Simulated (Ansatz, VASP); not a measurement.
**One calculation of GaSb3, two programs**

INCAR

```
PREC = Accurate
ENCUT = 520
EDIFF = 1E-7
ISMEAR = 0
SIGMA = 0.15
LREAL = False
LASPH = True
NELM = 80
ALGO = Normal
ISIF = 2
LWAVE = False
LCHARG = False
NBANDS = 22
```

KPOINTS

```
regular mesh
0
Gamma
  10 10 10
```

POSCAR

```
GaSb3
1.0
   -0.1448800451      3.6220011279      3.2235810038
    3.4771210828      0.0000000000      3.0787009587
    3.6220011279      3.6220011279     -0.1448800451
Ga Sb
1 3
Direct
    0.0000000000      0.0000000000      0.0000000000
    0.2500000000      0.2500000000      0.2500000000
    0.7500000000      0.7500000000      0.7500000000
    0.5000000000      0.5000000000      0.5000000000
```

Input for Ansatz:

```yaml
crystal:
  lattice:
    - [-0.1448800451, 3.6220011279, 3.2235810038]
    - [3.4771210828, 0.0, 3.0787009587]
    - [3.6220011279, 3.6220011279, -0.1448800451]
  atoms:
    - { symbol: Ga, position: [0.0, 0.0, 0.0] }
    - { symbol: Sb, position: [0.25, 0.25, 0.25] }
    - { symbol: Sb, position: [0.75, 0.75, 0.75] }
    - { symbol: Sb, position: [0.5, 0.5, 0.5] }
basis:
  ecutwfc: 420
kpoints:
  mp_grid: { grid: [10, 10, 10] }
hamiltonian:
  xc: lda
  pseudopotentials: { kind: paw, azcp: { folder: soft_1 } }
scf:
  occupations: { method: gaussian, width: 0.15 }
output:
  forces: true
  stress: true
  eigenvalues: true
```

Change from the starting cell: engineering shear strain xz -0.0800, normal strain along z -0.1100.

Alike in both runs: task single point; functional LDA; k mesh 10 × 10 × 10; occupations gaussian, width 0.15 eV; no spin polarisation.

```csv
,VASP,Ansatz
version,VASP 6.6.1,Ansatz 0.2.0
potentials or method,"VASP PAW LDA potentials, release 64 (Ga_d, Sb), cutoff 520 eV","scalar-relativistic, plane waves, PAW"
valence electrons in the cell,28,58
```

VASP gave:

| Property | Result |
| --- | --- |
| gap on the k mesh at the Fermi level (eV) | none |
| pressure (GPa) | 12.1 |
| traceless stress, the component that is largest in VASP (GPa) | 2.31 |
| rms of the force components (eV/Å) | 0.144 |

**Question.** Estimate Ansatz's values.

**Answer.** gap on the k mesh at the Fermi level (eV): none; pressure (GPa): 11.7; traceless stress, the component that is largest in VASP (GPa): 2.22; rms of the force components (eV/Å): 0.140.

Ansatz warns that its potentials were made for another functional, while VASP's fit it. LDA's correlation is that of Perdew and Zunger in VASP and of Perdew and Wang (1992) in Ansatz. Atom by atom the forces differ by 0.004 eV/Å (rms over components). A gap of «none» marks a metal or a gap that the smearing closes. VASP's potentials hold 28 valence electrons a cell and Ansatz's 58, so a difference there can come from the potentials and not from the codes.

Spin-orbit coupling is off throughout.
